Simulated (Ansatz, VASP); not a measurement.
# BN: VASP beside Ansatz

POSCAR

```
BN
1.0
    2.5433243829      0.0000000000      0.0000000000
   -1.2716621915      2.2025835257      0.0000000000
    0.0000000000      0.0000000000      4.2068547497
B N
2 2
Direct
    0.3333333333      0.6666666667     -0.0379212392
    0.6666666667      0.3333333333      0.4620787608
    0.3333333333      0.6666666667      0.4119212392
    0.6666666667      0.3333333333      0.9119212392
```

File INCAR.step1:

```
PREC = Accurate ; ENCUT = 520
ISMEAR = 0 ; SIGMA = 0.01
LREAL = False ; LASPH = True
NELM = 60 ; NBANDS = 16
GGA = PE ; ALGO = Normal
EDIFF = 1E-4 ; LWAVE = True
LCHARG = False
```

INCAR.step2

```
PREC = Accurate ; ENCUT = 520
EDIFF = 1E-7 ; ISMEAR = 0
SIGMA = 0.01 ; LREAL = False
LASPH = True ; NELM = 60
ALGO = Normal ; ISIF = 2
LWAVE = False ; LCHARG = True
METAGGA = R2SCAN ; LMIXTAU = True
LELF = True ; LVHAR = True
NBANDS = 16 ; ISTART = 1
```

KPOINTS

```
regular mesh
0
Gamma
  12 12 6
```

Input for Ansatz:

```yaml
crystal:
  lattice:
    - [2.5433243829, 0.0, 0.0]
    - [-1.2716621915, 2.2025835257, 0.0]
    - [0.0, 0.0, 4.2068547497]
  atoms:
    - { symbol: B, position: [0.3333333333, 0.6666666667, -0.0379212392] }
    - { symbol: B, position: [0.6666666667, 0.3333333333, 0.4620787608] }
    - { symbol: "N", position: [0.3333333333, 0.6666666667, 0.4119212392] }
    - { symbol: "N", position: [0.6666666667, 0.3333333333, 0.9119212392] }
basis:
  ecutwfc: 500
  xc_grid: 2
kpoints:
  mp_grid: { grid: [12, 12, 6] }
hamiltonian:
  xc: r2scan
  pseudopotentials: { kind: paw, azcp: { folder: soft_1 } }
scf:
  occupations: { method: fixed }
output:
  forces: true
  stress: true
  eigenvalues: true
  polarization: {}
```

Change from the starting cell: polar distortion scaled by 0.40.

Alike in both runs: task single point; functional r2SCAN; k mesh 12 × 12 × 6; no spin polarisation.

|  | VASP | Ansatz |
| --- | --- | --- |
| version | VASP 6.6.1 | Ansatz 0.2.0 |
| potentials or method | VASP PAW PBE potentials, release 64 (B, N), cutoff 520 eV | scalar-relativistic, plane waves, PAW |
| occupations | gaussian, width 0.01 eV | fixed |
| valence electrons in the cell | 16 | 16 |

Ansatz gave:

| Item | Value |
| --- | --- |
| gap on the k mesh at the Fermi level (eV) | 4.41 |
| least direct gap on the mesh (eV) | 7.01 |
| pressure (GPa) | 18.8 |
| traceless stress, the component that is largest in VASP (GPa) | 31.56 |
| rms of the force components (eV/Å) | 1.415 |

Q: Which values does VASP return?

A: gap on the k mesh at the Fermi level (eV): 4.44; least direct gap on the mesh (eV): 7.05; pressure (GPa): 20.2; traceless stress, the component that is largest in VASP (GPa): 30.88; rms of the force components (eV/Å): 1.400.

VASP's potentials were made for PBE, not for r2SCAN. Atom by atom the forces differ by 0.015 eV/Å (rms over components).
